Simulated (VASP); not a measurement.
# As in VASP: notebook

Runs on As. Level: PBE+D3(BJ). Tasks: single point.

Program: VASP 6.6.1. These are calculated values, not measurements. Logs are shortened: lines on timing, memory, paths and dates and some standing lists are left out, and cuts for length are marked.

## (1) The cell of the first run

The cell holds a slab with vacuum, 4 atoms: a = 3.572 Å, b = 3.572 Å, c = 20.295 Å, α = 90.00°, β = 90.00°, γ = 120.00°.

## (2) Single point, PBE+D3(BJ) (layers slid over each other)

Contents of INCAR:

```
PREC = Accurate
ENCUT = 520
EDIFF = 1E-6
ISMEAR = 0
SIGMA = 0.05
LREAL = False
LASPH = True
NELM = 60
ALGO = Normal
ISIF = 2
LWAVE = False
LCHARG = False
LDIPOL = True
IDIPOL = 3
DIPOL = 0.5 0.5 0.371
GGA = PE
IVDW = 12
NBANDS = 18
```

Contents of KPOINTS:

```
Automatic mesh
0
Gamma
  9 9 1
```

Contents of POSCAR:

```
As
1.0
    3.5716242768      0.0000000000      0.0000000000
   -1.7858121384      3.0931173565      0.0000000000
    0.0000000000      0.0000000000     20.2951239260
As
4
Direct
    0.3333333333      0.6666666667      0.2217281361
    0.6666666667      0.3333333333      0.2905900937
    0.6666666667      0.8333333333      0.4517125392
    1.0000000000      0.5000000000      0.5205744968
```

Potentials or basis: VASP PAW PBE potentials, release 64 (As).

Launch:

```bash
cat potpaw_PBE.64/As/POTCAR > POTCAR
mpirun -np 1 vasp_std > vasp.out
```

OUTCAR:

```text
PREC = Accurate
   ENCUT = 520
   EDIFF = 1E-6
   ISMEAR = 0
   LREAL = False
   LASPH = True
   NELM = 60
   ISIF = 2
   GGA = PE
   IVDW = 12
 IVDW          = 12

 ion  position               nearest neighbor table
   1  0.333  0.667  0.222-   2 2.49   2 2.49   2 2.49
   2  0.667  0.333  0.291-   1 2.49   1 2.49   1 2.49
   3  0.667  0.833  0.452-   4 2.49   4 2.49   4 2.49
   4  0.000  0.500  0.521-   3 2.49   3 2.49   3 2.49

  LATTYP: Found a hexagonal cell.
 ALAT       =     3.5716242768
 C/A-ratio  =     5.6823233221

  Lattice vectors:

 A1 = (   3.5716242768,   0.0000000000,   0.0000000000)
 A2 = (  -1.7858121384,   3.0931173565,   0.0000000000)
 A3 = (   0.0000000000,   0.0000000000,  20.2951239260)

Analysis of symmetry for initial positions (statically):
=====================================================================
 Subroutine PRICEL returns:
 Original cell was already a primitive cell.

 Routine SETGRP: Setting up the symmetry group for a
 hexagonal supercell.

 Subroutine GETGRP returns: Found  4 space group operations
 (whereof  2 operations were pure point group operations)
 out of a pool of 24 trial point group operations.

The static configuration has the point symmetry C_1h.
 The point group associated with its full space group is C_2h.

Analysis of symmetry for dynamics (positions and initial velocities):
=====================================================================
 Subroutine PRICEL returns:
 Original cell was already a primitive cell.

 Routine SETGRP: Setting up the symmetry group for a
 hexagonal supercell.

 Subroutine GETGRP returns: Found  4 space group operations
 (whereof  2 operations were pure point group operations)
 out of a pool of 24 trial point group operations.

The dynamic configuration has the point symmetry C_1h.
 The point group associated with its full space group is C_2h.

 Subroutine INISYM returns: Found  4 space group operations
 (whereof  2 operations are pure point group operations),
 and found     1 'primitive' translations

----------------------------------------------------------------------------------------

                                     Primitive cell

  volume of cell :     224.2094

  direct lattice vectors                    reciprocal lattice vectors
     3.571624277  0.000000000  0.000000000     0.279984658  0.161649217  0.000000000
    -1.785812138  3.093117357  0.000000000     0.000000000  0.323298435  0.000000000
     0.000000000  0.000000000 20.295123926     0.000000000  0.000000000  0.049272919

  length of vectors
     3.571624277  3.571624277 20.295123926     0.323298435  0.323298435  0.049272919

  position of ions in fractional coordinates (direct lattice)
     0.333333333  0.666666667  0.221728136
     0.666666667  0.333333333  0.290590094
     0.666666667  0.833333333  0.451712539
     0.000000000  0.500000000  0.520574497

  ion indices of the primitive-cell ions
   primitive index   ion index
                 1           1
                 2           2
                 3           3
                 4           4

----------------------------------------------------------------------------------------

 KPOINTS: Automatic mesh

Automatic generation of k-mesh.
 Grid dimensions read from file:
 generate k-points for:    9    9    1

 Generating k-lattice:

  Cartesian coordinates                     Fractional coordinates (reciprocal lattice)
     0.031109406  0.017961024  0.000000000     0.111111111  0.000000000  0.000000000
     0.000000000  0.035922048  0.000000000     0.000000000  0.111111111  0.000000000
     0.000000000  0.000000000  0.049272919     0.000000000  0.000000000  1.000000000

  Length of vectors
     0.035922048  0.035922048  0.049272919

  Shift w.r.t. Gamma in fractional coordinates (k-lattice)
     0.000000000  0.000000000  0.000000000

 Subroutine IBZKPT returns following result:
 ===========================================

 Found     25 irreducible k-points:

 Following reciprocal coordinates:
            Coordinates               Weight
  0.000000  0.000000  0.000000      1.000000
  0.111111  0.000000  0.000000      2.000000
  0.000000  0.111111  0.000000      4.000000
  0.222222 -0.000000  0.000000      2.000000
  0.000000  0.222222  0.000000      4.000000
  0.333333  0.000000  0.000000      2.000000
[... 16 lines left out ...]
 -0.222222 -0.444444  0.000000      4.000000
  0.444444  0.333333  0.000000      4.000000
   k-points           NKPTS =     25   k-points in BZ     NKDIM =     25   number of bands    NBANDS=     18
   number of dos      NEDOS =    301   number of ions     NIONS =      4
   total plane-waves  NPLWV = 125440
   dimension x,y,z NGX =    28 NGY =   28 NGZ =  160
   dimension x,y,z NGXF=    56 NGYF=   56 NGZF=  320
   ions per type =               4
   NGX,Y,Z   is equivalent  to a cutoff of  13.03, 13.03, 13.11 a.u.
   NGXF,Y,Z  is equivalent  to a cutoff of  26.07, 26.07, 26.21 a.u.
 SYSTEM =  unknown system
   PREC   = accura    normal or accurate (medium, high low for compatibility)
   ISTART =      0    job   : 0-new  1-cont  2-samecut
   ICHARG =      2    charge: 1-file 2-atom 10-const
   ISPIN  =      1    spin polarized calculation?
   LNONCOLLINEAR =      F non collinear calculations
   LSORBIT =      F    spin-orbit coupling
   LASPH  =      T    aspherical Exc in radial PAW
   ENCUT  =  520.0 eV  38.22 Ry    6.18 a.u.   6.64  6.64 37.74*2*pi/ulx,y,z
   NELM   =     60;   NELMIN=  2; NELMDL= -5     # of ELM steps
   EDIFF  = 0.1E-05   stopping-criterion for ELM
   LREAL  =      F    real-space projection
   EDIFFG = 0.1E-04   stopping-criterion for IOM
   NSW    =      0    number of steps for IOM
   IBRION =     -1    ionic relax: 0-MD 1-quasi-New 2-CG
   NFREE  =      0    steps in history (QN), initial steepest desc. (CG)
   ISIF   =      2    stress and relaxation
   ISYM   =      2    0-nonsym 1-usesym 2-fastsym
   POTIM  = 0.5000    time-step for ionic-motion
   TEBEG  =    0.0;   TEEND  =   0.0 temperature during run
   PSTRESS=    0.0 pullay stress
   NELECT =      20.0000    total number of electrons
   NUPDOWN=      -1.0000    fix difference up-down
   EMIN   =  10.00;   EMAX   =-10.00  energy-range for DOS
   EFERMI =   0.00;   METHOD = LEGACY
   ISMEAR =     0;   SIGMA  =   0.05  broadening in eV -4-tet -1-fermi 0-gaus
   EFERMI_NEDOS =   21; number of points for ismear=-14 and -15
   IALGO  =     38    algorithm
   IMIX   =      4    mixing-type and parameters
     AMIX     =   0.40;   BMIX     =  1.00
     AMIX_MAG =   1.60;   BMIX_MAG =  1.00
  volume/ion in A,a.u.               =      56.05       378.26
  Fermi-wavevector in a.u.,A,eV,Ry     =   0.731476  1.382290  7.279898  0.535057
  Thomas-Fermi vector in A             =   1.823703
   LORBIT       =      0    0 simple, 1 ext, 2 COOP (PROOUT), +10 PAW based schemes
   GGA     = PE    functional components
   LHFCALC =     F    Hartree Fock is set to
   AEXX    =    0.0000 exact exchange contribution
   IVDW    =    12    specifies the selected vdW correction
   LEPSILON=     F    determine dielectric tensor
   LRPA    =     F    only Hartree local field effects (RPA)
 non-spin polarized calculation
 Gauss-broadening in eV      SIGMA  =   0.05
  energy-cutoff  :      520.00
  volume of cell :      224.21
 maximum number of plane-waves:      6099
   NGX = 13   NGY = 13   NGZ = 75

 dipolmoment           0.000000      0.000000      0.000027 electrons x Angstroem

 number of electron      20.0000000 magnetization

 dipolmoment           0.000000      0.000000     -0.000004 electrons x Angstroem

 Free energy of the ion-electron system (eV)
  ---------------------------------------------------
  ext. energy  EPLUGINS =         0.00000000
  ---------------------------------------------------
  free energy    TOTEN  =       -18.61883876 eV

  energy without entropy =      -18.61883876  energy(sigma->0) =      -18.61883876

 E-fermi :  -1.0382     XC(G=0):  -4.6569

 val. band max:       -1.2668171834   @ k =   0.1111   0.0000   0.0000
 cond. band min:      -0.3404318591   @ k =   0.3333   0.0000   0.0000
 fundamental gap:      0.9263853243
 Fermi energy:        -1.0381836803

 k-point     1 :       0.0000    0.0000    0.0000
  band No.  band energies     occupation
      1     -15.2680      2.00000
      2     -15.1661      2.00000
      3      -9.1779      2.00000
      4      -8.5204      2.00000
      5      -2.9111      2.00000
      6      -1.5845      2.00000
[... 10 lines left out ...]
     17       3.2769      0.00000
     18       3.5291      0.00000

 k-point     2 :       0.1111    0.0000    0.0000
  band No.  band energies     occupation
      1     -15.1002      2.00000
      2     -14.9982      2.00000
      3      -9.1291      2.00000
      4      -8.5104      2.00000
      5      -3.1222      2.00000
      6      -2.8634      2.00000
[... 10 lines left out ...]
     17       3.5020      0.00000
     18       3.7411      0.00000

 k-point     3 :       0.0000    0.1111    0.0000
  band No.  band energies     occupation
      1     -15.0997      2.00000
      2     -14.9985      2.00000
      3      -9.1227      2.00000
      4      -8.5170      2.00000
      5      -3.1281      2.00000
      6      -2.9016      2.00000
[... 10 lines left out ...]
     17       3.5005      0.00000
     18       3.7459      0.00000

 k-point     4 :       0.2222   -0.0000    0.0000
  band No.  band energies     occupation
      1     -14.6059      2.00000
      2     -14.5036      2.00000
      3      -9.1278      2.00000
      4      -8.6565      2.00000
      5      -4.7738      2.00000
      6      -4.4403      2.00000
[... 10 lines left out ...]
     17       4.0260      0.00000
     18       4.2952      0.00000

 k-point     5 :       0.0000    0.2222    0.0000
  band No.  band energies     occupation
      1     -14.6037      2.00000
      2     -14.5054      2.00000
      3      -9.0971      2.00000
      4      -8.6882      2.00000
      5      -4.7796      2.00000
      6      -4.4471      2.00000
[... 10 lines left out ...]
     17       4.0586      0.00000
     18       4.3145      0.00000

 k-point     6 :       0.3333    0.0000    0.0000
  band No.  band energies     occupation
      1     -13.8273      2.00000
      2     -13.7244      2.00000
      3      -9.6357      2.00000
      4      -9.3914      2.00000
      5      -5.5831      2.00000
      6      -5.0962      2.00000
[... 10 lines left out ...]
     17       4.8002      0.00000
     18       4.9145      0.00000

 k-point     7 :       0.0000    0.3333    0.0000
  band No.  band energies     occupation
      1     -13.8204      2.00000
      2     -13.7301      2.00000
      3      -9.5758      2.00000
      4      -9.4495      2.00000
      5      -5.6231      2.00000
      6      -5.0524      2.00000
[... 10 lines left out ...]
     17       4.7693      0.00000
     18       4.9823      0.00000

 k-point     8 :       0.4444   -0.0000    0.0000
  band No.  band energies     occupation
      1     -12.9570      2.00000
      2     -12.8556      2.00000
      3     -10.5858      2.00000
      4     -10.4588      2.00000
      5      -5.3914      2.00000
      6      -5.0157      2.00000
[... 10 lines left out ...]
     17       4.4351      0.00000
     18       5.4010      0.00000
[... 229 lines left out ...]
     17       4.8198      0.00000
     18       5.4742      0.00000

 k-point    20 :       0.2222    0.2222    0.0000
  band No.  band energies     occupation
      1     -13.3657      2.00000
      2     -13.2692      2.00000
      3      -9.9225      2.00000
      4      -9.7919      2.00000
      5      -5.2078      2.00000
      6      -5.0208      2.00000
[... 10 lines left out ...]
     17       5.3693      0.00000
     18       5.4942      0.00000

 k-point    21 :      -0.2222    0.4444    0.0000
  band No.  band energies     occupation
      1     -13.3572      2.00000
      2     -13.2765      2.00000
      3      -9.8655      2.00000
      4      -9.8477      2.00000
      5      -5.2190      2.00000
      6      -4.9676      2.00000
[... 10 lines left out ...]
     17       5.4082      0.00000
     18       5.4492      0.00000

 k-point    22 :       0.3333    0.2222    0.0000
  band No.  band energies     occupation
      1     -12.4762      2.00000
      2     -12.3800      2.00000
      3     -10.8125      2.00000
      4     -10.7376      2.00000
      5      -5.7312      2.00000
      6      -5.5718      2.00000
[... 10 lines left out ...]
     17       5.5565      0.00000
     18       6.2455      0.00000

 k-point    23 :      -0.2222   -0.4444    0.0000
  band No.  band energies     occupation
      1     -12.4529      2.00000
      2     -12.4008      2.00000
      3     -10.8094      2.00000
      4     -10.7413      2.00000
      5      -5.7037      2.00000
      6      -5.6226      2.00000
[... 10 lines left out ...]
     17       5.8807      0.00000
     18       5.9607      0.00000

 k-point    24 :       0.4444    0.3333    0.0000
  band No.  band energies     occupation
      1     -12.4655      2.00000
      2     -12.3892      2.00000
      3     -10.8097      2.00000
      4     -10.7408      2.00000
      5      -5.7132      2.00000
      6      -5.6184      2.00000
[... 10 lines left out ...]
     17       5.8204      0.00000
     18       6.0938      0.00000

 [... further k-points ...]

------------------------ aborting loop because EDIFF is reached ----------------------------------------

 vacuum level on the upper side and lower side of the slab       (xc-potential included)        -0.156        -0.157

 Edisp (eV)   -1.09222

 E8    (eV) :    -0.4771

  FORCE on cell =-STRESS in cart. coord.  units (eV):
  Direction    XX          YY          ZZ          XY          YZ          ZX
  --------------------------------------------------------------------------------------
  -------------------------------------------------------------------------------------
  Total       0.27826     0.40253     0.01689    -0.10762    -0.03566    -0.06176
  in kB       1.98841     2.87645     0.12072    -0.76906    -0.25481    -0.44135
  external pressure =        1.66 kB  Pullay stress =        0.00 kB

 VOLUME and BASIS-vectors are now :
 -----------------------------------------------------------------------------
  energy-cutoff  :      520.00
  volume of cell :      224.21
      direct lattice vectors                 reciprocal lattice vectors
     3.571624277  0.000000000  0.000000000     0.279984658  0.161649217  0.000000000
    -1.785812138  3.093117357  0.000000000     0.000000000  0.323298435  0.000000000
     0.000000000  0.000000000 20.295123926     0.000000000  0.000000000  0.049272919

 POSITION                                       TOTAL-FORCE (eV/Angst)
 -----------------------------------------------------------------------------------
     -0.00000      2.06208      4.50000         0.007564      0.004367     -0.060673
      1.78581      1.03104      5.89756         0.004848      0.002799      0.103145
      0.89291      2.57760      9.16756        -0.004848     -0.002799     -0.103145
     -0.89291      1.54656     10.56512        -0.007564     -0.004367      0.060673
 -----------------------------------------------------------------------------------
    total drift:                               -0.000000      0.000000     -0.000081

  FREE ENERGIE OF THE ION-ELECTRON SYSTEM (eV)
  ---------------------------------------------------
  free  energy   TOTEN  =       -19.7110606115 eV

  energy  without entropy=      -19.7110606115  energy(sigma->0) =      -19.71106061

 vacuum level on the upper side and lower side of the slab         3.659         3.659
```

Wall time 55 s (1 thread of Intel Xeon 6975P-C (Granite Rapids), shared host); peak memory 0.36 GiB.

Results:

```
Free energy                : -19.7111 eV
Largest force              : 0.103 eV/Å
Band gap on the k mesh     : 0.93 eV (least direct gap 1.54 eV)
Dispersion energy per atom : -0.273 eV
```

Forces on the atoms (eV/Å):
```
As   0.008  0.004 -0.061
As   0.005  0.003  0.103
As  -0.005 -0.003 -0.103
As  -0.008 -0.004  0.061
```

Levels at points of the mesh, in eV from the valence-band top:
| k point | band 6 | band 7 | band 8 | band 9 | band 10 | band 11 | band 12 | band 13 | band 14 | band 15 |
| --- | --- | --- | --- | --- | --- | --- | --- | --- | --- | --- |
| (0.00, 0.00, 0.00) | -0.32 | -0.29 | -0.25 | -0.22 | -0.12 | 1.64 | 2.26 | 3.15 | 3.21 | 3.28 |

Caveat: the cell differs from its parent crystal (layers slid over each other).

(Part 1 of 2 ends here.)
